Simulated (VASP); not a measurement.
# W (P-1) in VASP: single point with r2SCAN

Aim: the single point of W with r2SCAN.

All numbers are computed with VASP 6.6.1; they aren't measurements. Logs are shortened: lines on timing, memory, paths and dates and some standing lists are left out, and cuts for length are marked.

## (1) The cell of the first run

The typed cell holds 2 atoms: a = 3.168 Å, b = 3.168 Å, c = 3.168 Å, α = 90.00°, β = 90.00°, γ = 90.00°.

## (2) Single point, r2SCAN (atoms moved at random)

POSCAR

```
W
1.0
    0.0000000000     -3.1683686574      0.0000000000
   -3.1683686574      0.0000000000      0.0000000000
    0.0000000000      0.0000000000     -3.1683686574
W
2
Direct
    0.4696156955      0.6325422398      0.5219962428
    0.0303843045     -0.1325422398     -0.0219962428
```

INCAR.step1

```
PREC = Accurate ; ENCUT = 520
ISMEAR = 0 ; SIGMA = 0.15
LREAL = F ; LASPH = T
NELM = 100 ; NBANDS = 21
GGA = PE ; ALGO = Normal
EDIFF = 1E-4 ; LWAVE = T
LCHARG = F
```

INCAR.step2

```
PREC = Accurate ; ENCUT = 520
EDIFF = 1E-6 ; ISMEAR = 0
SIGMA = 0.15 ; LREAL = F
LASPH = T ; NELM = 100
ALGO = Normal ; ISIF = 2
LWAVE = F ; LCHARG = F
METAGGA = R2SCAN ; LMIXTAU = T
NBANDS = 21 ; ISTART = 1
```

KPOINTS

```
Automatic mesh
0
Gamma
  10 10 10
```

Potentials or basis: VASP PAW PBE potentials, release 64 (W_sv).

Started as:

```
$ cat potpaw_PBE.64/W_sv/POTCAR > POTCAR
$ cp INCAR.step1 INCAR
$ mpirun -np 1 vasp_std > vasp.out
$ cp INCAR.step2 INCAR
$ mpirun -np 1 vasp_std > vasp.out
```

OUTCAR:

```text
PREC = Accurate
   ENCUT = 520
   EDIFF = 1E-6
   ISMEAR = 0
   LREAL = F
   LASPH = T
   NELM = 100
   ISIF = 2
   METAGGA = R2SCAN
   ISTART = 1

 ion  position               nearest neighbor table
   1  0.470  0.633  0.522-   2 2.14   2 2.34   2 2.41   2 2.58   2 3.15   2 3.28   2 3.33   2 3.46

   2  0.030  0.867  0.978-   1 2.14   1 2.34   1 2.41   1 2.58   1 3.15   1 3.28   1 3.33   1 3.46

  LATTYP: Found a simple cubic cell.
 ALAT       =     3.1683686574

  Lattice vectors:

 A1 = (   0.0000000000,  -3.1683686574,   0.0000000000)
 A2 = (  -3.1683686574,   0.0000000000,   0.0000000000)
 A3 = (   0.0000000000,   0.0000000000,  -3.1683686574)

Analysis of symmetry for initial positions (statically):
=====================================================================
 Subroutine PRICEL returns:
 Original cell was already a primitive cell.

 Routine SETGRP: Setting up the symmetry group for a
 simple cubic supercell.

 Subroutine GETGRP returns: Found  2 space group operations
 (whereof  1 operations were pure point group operations)
 out of a pool of 48 trial point group operations.

The static configuration has the point symmetry C_1 .
 The point group associated with its full space group is S_2 .

Analysis of symmetry for dynamics (positions and initial velocities):
=====================================================================
 Subroutine PRICEL returns:
 Original cell was already a primitive cell.

 Routine SETGRP: Setting up the symmetry group for a
 simple cubic supercell.

 Subroutine GETGRP returns: Found  2 space group operations
 (whereof  1 operations were pure point group operations)
 out of a pool of 48 trial point group operations.

The dynamic configuration has the point symmetry C_1 .
 The point group associated with its full space group is S_2 .

 Subroutine INISYM returns: Found  2 space group operations
 (whereof  1 operations are pure point group operations),
 and found     1 'primitive' translations

----------------------------------------------------------------------------------------

                                     Primitive cell

  volume of cell :      31.8059
[... 51 lines left out ...]
  0.000000  0.200000  0.000000      2.000000
[... 16 lines left out ...]
  0.200000  0.100000  0.000000      2.000000
  0.000000  0.200000  0.100000      2.000000
 [... further k-points ...]
   k-points           NKPTS =    504   k-points in BZ     NKDIM =    504   number of bands    NBANDS=     21
   number of dos      NEDOS =    301   number of ions     NIONS =      2
   total plane-waves  NPLWV =  13824
   dimension x,y,z NGX =    24 NGY =   24 NGZ =   24
   dimension x,y,z NGXF=    48 NGYF=   48 NGZF=   48
   ions per type =               2
   NGX,Y,Z   is equivalent  to a cutoff of  12.59, 12.59, 12.59 a.u.
   NGXF,Y,Z  is equivalent  to a cutoff of  25.19, 25.19, 25.19 a.u.
 SYSTEM =  unknown system
   PREC   = accura    normal or accurate (medium, high low for compatibility)
   ISTART =      1    job   : 0-new  1-cont  2-samecut
   ICHARG =      0    charge: 1-file 2-atom 10-const
   ISPIN  =      1    spin polarized calculation?
   LNONCOLLINEAR =      F non collinear calculations
   LSORBIT =      F    spin-orbit coupling
   LASPH  =      T    aspherical Exc in radial PAW
   ENCUT  =  520.0 eV  38.22 Ry    6.18 a.u.   5.89  5.89  5.89*2*pi/ulx,y,z
   NELM   =    100;   NELMIN=  2; NELMDL=  0     # of ELM steps
   EDIFF  = 0.1E-05   stopping-criterion for ELM
   LREAL  =      F    real-space projection
[... 7 lines left out ...]
   TEBEG  =    0.0;   TEEND  =   0.0 temperature during run
   PSTRESS=    0.0 pullay stress
   NELECT =      28.0000    total number of electrons
   NUPDOWN=      -1.0000    fix difference up-down
   EMIN   =  10.00;   EMAX   =-10.00  energy-range for DOS
   EFERMI =   0.00;   METHOD = LEGACY
   ISMEAR =     0;   SIGMA  =   0.15  broadening in eV -4-tet -1-fermi 0-gaus
   EFERMI_NEDOS =   21; number of points for ismear=-14 and -15
   IALGO  =     38    algorithm
   IMIX   =      4    mixing-type and parameters
     AMIX     =   0.40;   BMIX     =  1.00
     AMIX_MAG =   1.60;   BMIX_MAG =  1.00
  volume/ion in A,a.u.               =      15.90       107.32
  Fermi-wavevector in a.u.,A,eV,Ry     =   1.569008  2.964995 33.494630  2.461786
  Thomas-Fermi vector in A             =   2.670954
   LORBIT       =      0    0 simple, 1 ext, 2 COOP (PROOUT), +10 PAW based schemes
   METAGGA = R2SCAN    functional components
   LHFCALC =     F    Hartree Fock is set to
   AEXX    =    0.0000 exact exchange contribution
   IVDW    =     0    specifies the selected vdW correction
   LEPSILON=     F    determine dielectric tensor
   LRPA    =     F    only Hartree local field effects (RPA)
 non-spin polarized calculation
 Gauss-broadening in eV      SIGMA  =   0.15
  energy-cutoff  :      520.00
  volume of cell :       31.81
 maximum number of plane-waves:       877
   NGX = 11   NGY = 11   NGZ = 11

 number of electron      28.0000001 magnetization

 Free energy of the ion-electron system (eV)
  ---------------------------------------------------
  ext. energy  EPLUGINS =         0.00000000
  ---------------------------------------------------
  free energy    TOTEN  =       -98.33989103 eV

  energy without entropy =      -98.32985041  energy(sigma->0) =      -98.33487072

 E-fermi :  11.1022     XC(G=0): -14.5865

 val. band max:       11.0994389617   @ k =  -0.4000  -0.2000   0.4000
 cond. band min:      11.1170029357   @ k =   0.3000  -0.2000  -0.4000
 fundamental gap:      0.0175639740
 Fermi energy:        11.1021671072

 k-point     1 :       0.0000    0.0000    0.0000
  band No.  band energies     occupation
      1     -64.9772      2.00000
      2     -64.0418      2.00000
      3     -29.9957      2.00000
      4     -29.3344      2.00000
      5     -28.1812      2.00000
      6     -28.0222      2.00000
[... 565 lines left out ...]
     20      20.6821      0.00000
     21      22.6323      0.00000

 [... further k-points ...]
[... 5 lines left out ...]
  --------------------------------------------------------------------------------------
  -------------------------------------------------------------------------------------
  Total        2.4536989     18.5970269     19.3010536     -4.7478165     -3.5387862      3.7543375
  in kB      123.6017791    936.8002016    972.2646011   -239.1648691   -178.2615924    189.1197005
  external PRESSURE =     677.5555272 kB  Pullay stress =       0.0000000 kB

 VOLUME and BASIS-vectors are now :
 -----------------------------------------------------------------------------
  energy-cutoff  :      520.00
  volume of cell :       31.81
      direct lattice vectors                 reciprocal lattice vectors
     0.000000000 -3.168368657  0.000000000     0.000000000 -0.315619837  0.000000000
    -3.168368657  0.000000000  0.000000000    -0.315619837  0.000000000  0.000000000
     0.000000000  0.000000000 -3.168368657     0.000000000  0.000000000 -0.315619837

 POSITION                                       TOTAL-FORCE (eV/Angst)
 -----------------------------------------------------------------------------------
     -2.00413     -1.48792     -1.65388         8.081573     -6.524295      5.095799
     -2.74843     -0.09627     -3.09868        -8.081573      6.524295     -5.095799
 -----------------------------------------------------------------------------------
    total drift:                               -0.000000     -0.000000     -0.000000

  FREE ENERGIE OF THE ION-ELECTRON SYSTEM (eV)
  ---------------------------------------------------
  free  energy   TOTEN  =       -98.3398910333 eV

  energy  without entropy=      -98.3298504112  energy(sigma->0) =      -98.33487072
```

Wall time 6.6 min (1 thread of AMD EPYC 9R45 (Zen 5), shared host); peak memory 0.32 GiB.

Results:

- Free energy: -98.3399 eV
- Pressure: 67.8 GPa
- Largest force: 11.569 eV/Å
- Band gap on the k mesh: zero (band 14 reaches 12.10 eV, above the bottom of band 15 at 9.92 eV)

Forces in eV/Å, atoms in the order of the input:
```
W    8.082 -6.524  5.096
W   -8.082  6.524 -5.096
```

Stress tensor (GPa, compression positive):
```
 12.36 -23.92  18.91
-23.92  93.68 -17.83
 18.91 -17.83  97.23
```

Caveat: the cell differs from its parent crystal (atoms moved at random); the PAW data sets were made with another functional, which shifts forces and pressure a little; spin-orbit coupling is left out, which moves the levels of the heavy elements.
